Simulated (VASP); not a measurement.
# WC (P-6m2) in VASP: notebook, part 2 of 2

VASP 6.6.1.

### Step 3. Electric field gradients, PBE (equal xx and yy strain of -2 %)

INCAR reads:

```
PREC = Accurate
ENCUT = 520
EDIFF = 1E-8
ISMEAR = -1
SIGMA = 0.05
LREAL = False
LASPH = True
NELM = 80
ALGO = Normal
ISIF = 2
LWAVE = False
LCHARG = False
GGA = PE
LEFG = True
NBANDS = 16
```

KPOINTS reads:

```
Automatic mesh
0
Gamma
  13 13 12
```

POSCAR reads:

```
WC
1.0
    2.8424914073      0.0000000000      0.0000000000
   -1.4212457036      2.4616697688      0.0000000000
    0.0000000000      0.0000000000      2.8290000000
W C
1 1
Direct
    0.0000000000      0.0000000000      0.0000000000
    0.6666666667      0.3333333333      0.5000000000
```

Potentials or basis: VASP PAW PBE potentials, release 64 (W_sv, C).

The run is started by

```console
$ cat potpaw_PBE.64/W_sv/POTCAR potpaw_PBE.64/C/POTCAR > POTCAR
$ mpirun -np 1 vasp_std > vasp.out
```

OUTCAR:

```text
PREC = Accurate
   ENCUT = 520
   EDIFF = 1E-8
   ISMEAR = -1
   LREAL = False
   LASPH = True
   NELM = 80
   ISIF = 2
   GGA = PE

 ion  position               nearest neighbor table
   1  0.000  0.000  0.000-   2 2.17   2 2.17   2 2.17   2 2.17   2 2.17   2 2.17
   2  0.667  0.333  0.500-   1 2.17   1 2.17   1 2.17   1 2.17   1 2.17   1 2.17

  LATTYP: Found a hexagonal cell.
 ALAT       =     2.8424914073
 C/A-ratio  =     0.9952536682

  Lattice vectors:

 A1 = (   2.8424914073,   0.0000000000,   0.0000000000)
 A2 = (  -1.4212457036,   2.4616697688,   0.0000000000)
 A3 = (   0.0000000000,   0.0000000000,   2.8290000000)

Analysis of symmetry for initial positions (statically):
=====================================================================
 Subroutine PRICEL returns:
 Original cell was already a primitive cell.

 Routine SETGRP: Setting up the symmetry group for a
 hexagonal supercell.

 Subroutine GETGRP returns: Found 12 space group operations
 (whereof 12 operations were pure point group operations)
 out of a pool of 24 trial point group operations.

The static configuration has the point symmetry D_3h.

Analysis of symmetry for dynamics (positions and initial velocities):
=====================================================================
 Subroutine PRICEL returns:
 Original cell was already a primitive cell.

 Routine SETGRP: Setting up the symmetry group for a
 hexagonal supercell.

 Subroutine GETGRP returns: Found 12 space group operations
 (whereof 12 operations were pure point group operations)
 out of a pool of 24 trial point group operations.

[... 158 lines left out ...]
      2     -26.1659      2.00000
      3     -25.9697      2.00000
      4     -25.9697      2.00000
      5      -3.0423      2.00000
      6       7.1450      2.00000
[... 433 lines left out ...]
      3     -26.1829      2.00000
      4     -26.0168      2.00000
      5      -2.2364      2.00000
      6       7.0766      2.00000
[... 8 lines left out ...]
     15      25.6927      0.00000
     16      30.2828      0.00000

 [... further k-points ...]

------------------------ aborting loop because EDIFF is reached ----------------------------------------

  FORCE on cell =-STRESS in cart. coord.  units (eV):
  Direction    XX          YY          ZZ          XY          YZ          ZX
  --------------------------------------------------------------------------------------
  -------------------------------------------------------------------------------------
  Total        3.9434808      3.9434808      2.3151098      0.0000000     -0.0000000      0.0000000
  in kB      319.1746628    319.1746628    187.3787253      0.0000000     -0.0000000      0.0000000
  external PRESSURE =     275.2426836 kB  Pullay stress =       0.0000000 kB

 VOLUME and BASIS-vectors are now :
 -----------------------------------------------------------------------------
  energy-cutoff  :      520.00
  volume of cell :       19.80
      direct lattice vectors                 reciprocal lattice vectors
     2.842491407  0.000000000  0.000000000     0.351804054  0.203114165  0.000000000
    -1.421245704  2.461669769  0.000000000     0.000000000  0.406228330  0.000000000
     0.000000000  0.000000000  2.829000000     0.000000000  0.000000000  0.353481796

 POSITION                                       TOTAL-FORCE (eV/Angst)
 -----------------------------------------------------------------------------------
      0.00000      0.00000      0.00000         0.000000      0.000000      0.000000
      1.42125      0.82056      1.41450        -0.000000      0.000000      0.000000
 -----------------------------------------------------------------------------------
    total drift:                               -0.000000      0.000000      0.000000

  FREE ENERGIE OF THE ION-ELECTRON SYSTEM (eV)
  ---------------------------------------------------
  free  energy   TOTEN  =       -22.3323557599 eV

  energy  without entropy=      -22.3295439191  energy(sigma->0) =      -22.33094984

 Electric field gradients (V/A^2)
---------------------------------------------------------------------
 ion       V_xx      V_yy      V_zz      V_xy      V_xz      V_yz
---------------------------------------------------------------------
   1      60.595    60.595  -121.189    -0.000     0.000    -0.000
   2      -0.516    -0.516     1.032     0.000     0.000    -0.000
---------------------------------------------------------------------

 Electric field gradients after diagonalization (V/A^2)
 (convention: |V_zz| > |V_xx| > |V_yy|)
----------------------------------------------------------------------
 ion       V_xx      V_yy      V_zz     asymmetry (V_yy - V_xx)/ V_zz
----------------------------------------------------------------------
   1      60.595    60.594  -121.189       0.000
   2      -0.516    -0.516     1.032       0.000
----------------------------------------------------------------------

           NMR quadrupolar parameters

 Cq : quadrupolar parameter    Cq=e*Q*V_zz/h
 eta: asymmetry parameters     (V_yy - V_xx)/ V_zz
 Q  : nuclear electric quadrupole moment in mb (millibarn)
----------------------------------------------------------------------
 ion       Cq(MHz)       eta       Q (mb)
----------------------------------------------------------------------
   1      -0.293       0.000       1.000
   2       0.002       0.000       1.000
----------------------------------------------------------------------
```

Wall time 52 s (1 thread of Intel Xeon 8259CL, shared host); peak memory 0.18 GiB.

What came out:

```yaml
Free_energy: -22.3324 eV
Pressure: 27.5 GPa
Band_gap_on_the_k_mesh: zero (band 9 reaches 12.50 eV, above the bottom of band 10 at 11.11 eV)
```

Electric field gradients, principal values (V/Å²):
```
atom   least  middle  greatest (by size)
 1 W  60.594  60.595            -121.189
 2 C  -0.516  -0.516               1.032
```

Caveat: the cell differs from its parent crystal (equal xx and yy strain of -2 %); without QUAD_EFG the Cq values of the log hold for a quadrupole moment of 1 mb, not for the nuclei; spin-orbit coupling is left out, which moves the levels of the heavy elements.

### Step 4. Electric field gradients, PBE (volume scaled by 0.9405)

INCAR reads:

```
ALGO = Normal ; EDIFF = 1E-8
ENCUT = 520 ; GGA = PE
ISIF = 2 ; ISMEAR = -1
LASPH = T ; LCHARG = F
LEFG = T ; LREAL = F
LWAVE = F ; NBANDS = 16
NELM = 100 ; PREC = Accurate
SIGMA = 0.05
```

KPOINTS reads:

```
k-points
0
Gamma
  13 13 12
```

POSCAR reads:

```
WC
1.0
    2.8417946007      0.0000000000      0.0000000000
   -1.4208973004      2.4610663166      0.0000000000
    0.0000000000      0.0000000000      2.7717403707
W C
1 1
Direct
    0.0000000000      0.0000000000      0.0000000000
    0.6666666667      0.3333333333      0.5000000000
```

Potentials or basis: VASP PAW PBE potentials, release 64 (W_sv, C).

The run is started by

```console
$ cat potpaw_PBE.64/W_sv/POTCAR potpaw_PBE.64/C/POTCAR > POTCAR
$ mpirun -np 1 vasp_std > vasp.out
```

OUTCAR:

```text
EDIFF = 1E-8
   ENCUT = 520
   GGA = PE
   ISIF = 2
   ISMEAR = -1
   LASPH = T
   LREAL = F
   NELM = 100
   PREC = Accurate

 ion  position               nearest neighbor table
   1  0.000  0.000  0.000-   2 2.15   2 2.15   2 2.15   2 2.15   2 2.15   2 2.15
   2  0.667  0.333  0.500-   1 2.15   1 2.15   1 2.15   1 2.15   1 2.15   1 2.15

  LATTYP: Found a hexagonal cell.
 ALAT       =     2.8417946007
 C/A-ratio  =     0.9753485949

  Lattice vectors:

 A1 = (   2.8417946007,   0.0000000000,   0.0000000000)
 A2 = (  -1.4208973004,   2.4610663166,   0.0000000000)
 A3 = (   0.0000000000,   0.0000000000,   2.7717403707)

Analysis of symmetry for initial positions (statically):
=====================================================================
 Subroutine PRICEL returns:
 Original cell was already a primitive cell.

 Routine SETGRP: Setting up the symmetry group for a
[... 645 lines left out ...]
  energy-cutoff  :      520.00
  volume of cell :       19.39
      direct lattice vectors                 reciprocal lattice vectors
     2.841794601  0.000000000  0.000000000     0.351890316  0.203163969  0.000000000
    -1.420897300  2.461066317  0.000000000     0.000000000  0.406327937  0.000000000
     0.000000000  0.000000000  2.771740371     0.000000000  0.000000000  0.360784152

 POSITION                                       TOTAL-FORCE (eV/Angst)
 -----------------------------------------------------------------------------------
      0.00000      0.00000      0.00000         0.000000      0.000000      0.000000
      1.42090      0.82036      1.38587        -0.000000      0.000000      0.000000
 -----------------------------------------------------------------------------------
    total drift:                               -0.000000      0.000000      0.000000

  FREE ENERGIE OF THE ION-ELECTRON SYSTEM (eV)
  ---------------------------------------------------
  free  energy   TOTEN  =       -22.2542804144 eV

  energy  without entropy=      -22.2521521698  energy(sigma->0) =      -22.25321629

 Electric field gradients (V/A^2)
---------------------------------------------------------------------
 ion       V_xx      V_yy      V_zz      V_xy      V_xz      V_yz
---------------------------------------------------------------------
   1      85.383    85.383  -170.765    -0.000    -0.000    -0.000
   2      -0.346    -0.346     0.692     0.000     0.000    -0.000
---------------------------------------------------------------------

 Electric field gradients after diagonalization (V/A^2)
 (convention: |V_zz| > |V_xx| > |V_yy|)
----------------------------------------------------------------------
 ion       V_xx      V_yy      V_zz     asymmetry (V_yy - V_xx)/ V_zz
----------------------------------------------------------------------
   1      85.383    85.382  -170.765       0.000
   2      -0.346    -0.346     0.692       0.001
----------------------------------------------------------------------

           NMR quadrupolar parameters

 Cq : quadrupolar parameter    Cq=e*Q*V_zz/h
 eta: asymmetry parameters     (V_yy - V_xx)/ V_zz
 Q  : nuclear electric quadrupole moment in mb (millibarn)
----------------------------------------------------------------------
 ion       Cq(MHz)       eta       Q (mb)
----------------------------------------------------------------------
   1      -0.413       0.000       1.000
   2       0.002       0.001       1.000
----------------------------------------------------------------------
```

Wall time 82 s (1 thread of AMD EPYC 7R43 (Zen 3), shared host); peak memory 0.13 GiB.

What came out:

| Item | Value |
| --- | --- |
| Free energy | -22.2543 eV |
| Pressure | 39.3 GPa |
| Band gap on the k mesh | zero (band 9 reaches 12.79 eV, above the bottom of band 10 at 11.41 eV) |

Electric field gradients, principal values (V/Å²):
| atom | least | middle | greatest (by size) |
| --- | --- | --- | --- |
| 1 W | 85.382 | 85.383 | -170.765 |
| 2 C | -0.346 | -0.346 | 0.692 |

Caveat: without QUAD_EFG the Cq values of the log hold for a quadrupole moment of 1 mb, not for the nuclei; spin-orbit coupling is left out, which moves the levels of the heavy elements.

### Step 5. Electric field gradients, PBE (volume scaled by 0.96)

INCAR reads:

```
PREC = Accurate
ENCUT = 520
EDIFF = 1E-8
ISMEAR = -1
SIGMA = 0.05
LREAL = F
LASPH = T
NELM = 60
ALGO = Normal
ISIF = 2
LWAVE = F
LCHARG = F
GGA = PE
LEFG = T
NBANDS = 16
```

KPOINTS reads:

```
Automatic mesh
0
Gamma
  13 13 12
```

POSCAR reads:

```
WC
1.0
    2.8613006652      0.0000000000      0.0000000000
   -1.4306503326      2.4779590640      0.0000000000
    0.0000000000      0.0000000000      2.7907655833
W C
1 1
Direct
    0.0000000000      0.0000000000      0.0000000000
    0.6666666667      0.3333333333      0.5000000000
```

Potentials or basis: VASP PAW PBE potentials, release 64 (W_sv, C).

The run is started by

```console
$ cat potpaw_PBE.64/W_sv/POTCAR potpaw_PBE.64/C/POTCAR > POTCAR
$ mpirun -np 1 vasp_std > vasp.out
```

OUTCAR:

```text
PREC = Accurate
   ENCUT = 520
   EDIFF = 1E-8
   ISMEAR = -1
   LREAL = F
   LASPH = T
   NELM = 60
   ISIF = 2
   GGA = PE

 ion  position               nearest neighbor table
   1  0.000  0.000  0.000-   2 2.16   2 2.16   2 2.16   2 2.16   2 2.16   2 2.16
   2  0.667  0.333  0.500-   1 2.16   1 2.16   1 2.16   1 2.16   1 2.16   1 2.16

  LATTYP: Found a hexagonal cell.
 ALAT       =     2.8613006652
 C/A-ratio  =     0.9753485949

  Lattice vectors:

 A1 = (   2.8613006652,   0.0000000000,   0.0000000000)
 A2 = (  -1.4306503326,   2.4779590640,   0.0000000000)
 A3 = (   0.0000000000,   0.0000000000,   2.7907655833)

Analysis of symmetry for initial positions (statically):
=====================================================================
 Subroutine PRICEL returns:
 Original cell was already a primitive cell.

 Routine SETGRP: Setting up the symmetry group for a
 hexagonal supercell.

 Subroutine GETGRP returns: Found 12 space group operations
 (whereof 12 operations were pure point group operations)
 out of a pool of 24 trial point group operations.

The static configuration has the point symmetry D_3h.

Analysis of symmetry for dynamics (positions and initial velocities):
=====================================================================
 Subroutine PRICEL returns:
 Original cell was already a primitive cell.

 Routine SETGRP: Setting up the symmetry group for a
 hexagonal supercell.

 Subroutine GETGRP returns: Found 12 space group operations
 (whereof 12 operations were pure point group operations)
 out of a pool of 24 trial point group operations.

[... 157 lines left out ...]
      1     -62.1251      2.00000
      2     -26.1014      2.00000
      3     -25.9870      2.00000
      4     -25.9870      2.00000
      5      -3.0464      2.00000
      6       7.1833      2.00000
[... 433 lines left out ...]
      3     -26.1328      2.00000
      4     -26.0307      2.00000
      5      -2.2436      2.00000
      6       7.0095      2.00000
[... 8 lines left out ...]
     15      25.7469      0.00000
     16      30.1340      0.00000

 [... further k-points ...]

------------------------ aborting loop because EDIFF is reached ----------------------------------------

  FORCE on cell =-STRESS in cart. coord.  units (eV):
  Direction    XX          YY          ZZ          XY          YZ          ZX
  --------------------------------------------------------------------------------------
  -------------------------------------------------------------------------------------
  Total        3.3887022      3.3887022      3.7836255      0.0000000      0.0000000      0.0000000
  in kB      274.3866649    274.3866649    306.3640095      0.0000000      0.0000000      0.0000000
  external PRESSURE =     285.0457797 kB  Pullay stress =       0.0000000 kB

 VOLUME and BASIS-vectors are now :
 -----------------------------------------------------------------------------
  energy-cutoff  :      520.00
  volume of cell :       19.79
      direct lattice vectors                 reciprocal lattice vectors
     2.861300665  0.000000000  0.000000000     0.349491409  0.201778959  0.000000000
    -1.430650333  2.477959064  0.000000000     0.000000000  0.403557918  0.000000000
     0.000000000  0.000000000  2.790765583     0.000000000  0.000000000  0.358324614

 POSITION                                       TOTAL-FORCE (eV/Angst)
 -----------------------------------------------------------------------------------
      0.00000      0.00000      0.00000        -0.000000      0.000000      0.000000
      1.43065      0.82599      1.39538         0.000000      0.000000      0.000000
 -----------------------------------------------------------------------------------
    total drift:                               -0.000000      0.000000      0.000000

  FREE ENERGIE OF THE ION-ELECTRON SYSTEM (eV)
  ---------------------------------------------------
  free  energy   TOTEN  =       -22.3393111490 eV

  energy  without entropy=      -22.3369424727  energy(sigma->0) =      -22.33812681

 Electric field gradients (V/A^2)
---------------------------------------------------------------------
 ion       V_xx      V_yy      V_zz      V_xy      V_xz      V_yz
---------------------------------------------------------------------
   1      80.914    80.914  -161.828    -0.000    -0.000     0.000
   2      -0.289    -0.289     0.578     0.000     0.000    -0.000
---------------------------------------------------------------------

 Electric field gradients after diagonalization (V/A^2)
 (convention: |V_zz| > |V_xx| > |V_yy|)
----------------------------------------------------------------------
 ion       V_xx      V_yy      V_zz     asymmetry (V_yy - V_xx)/ V_zz
----------------------------------------------------------------------
   1      80.914    80.914  -161.828       0.000
   2      -0.289    -0.289     0.578       0.001
----------------------------------------------------------------------

           NMR quadrupolar parameters

 Cq : quadrupolar parameter    Cq=e*Q*V_zz/h
 eta: asymmetry parameters     (V_yy - V_xx)/ V_zz
 Q  : nuclear electric quadrupole moment in mb (millibarn)
----------------------------------------------------------------------
 ion       Cq(MHz)       eta       Q (mb)
----------------------------------------------------------------------
   1      -0.391       0.000       1.000
   2       0.001       0.001       1.000
----------------------------------------------------------------------
```

Wall time 70 s (1 thread of AMD EPYC 7R43 (Zen 3), shared host); peak memory 0.14 GiB.

Results:

- Free energy: -22.3393 eV
- Pressure: 28.5 GPa
- Band gap on the k mesh: zero (band 9 reaches 12.48 eV, above the bottom of band 10 at 11.13 eV)

Stress tensor (GPa, compression positive):
```
27.44  0.00  0.00
 0.00 27.44  0.00
 0.00  0.00 30.64
```

Electric field gradients, principal values (V/Å²):
```csv
atom,least,middle,greatest (by size)
1 W,80.914,80.914,-161.828
2 C,-0.289,-0.289,0.578
```

Caveat: without QUAD_EFG the Cq values of the log hold for a quadrupole moment of 1 mb, not for the nuclei; spin-orbit coupling is left out, which moves the levels of the heavy elements.

### Step 6. Overview

```tsv
cell	gap on the mesh (eV)	pressure (GPa)
a = 2.842, b = 2.842, c = 2.829 Å, angles 90.0, 90.0, 120.0°, 2 atoms	none	27.5
a = 2.842, b = 2.842, c = 2.772 Å, angles 90.0, 90.0, 120.0°, 2 atoms	none	39.3
a = 2.861, b = 2.861, c = 2.791 Å, angles 90.0, 90.0, 120.0°, 2 atoms	none	28.5
```

Alike in all rows: task electric field gradients; level PBE; potentials or basis VASP PAW PBE potentials, release 64 (W_sv, C); no spin polarisation; k mesh 13 × 13 × 12; cutoff (eV) 520; smearing fermi-dirac 0.05 eV.

Caveats: spin-orbit coupling is left out, which moves the levels of the heavy elements.

Total energies depend on the potentials used, so only differences within one code and one set of settings carry meaning.
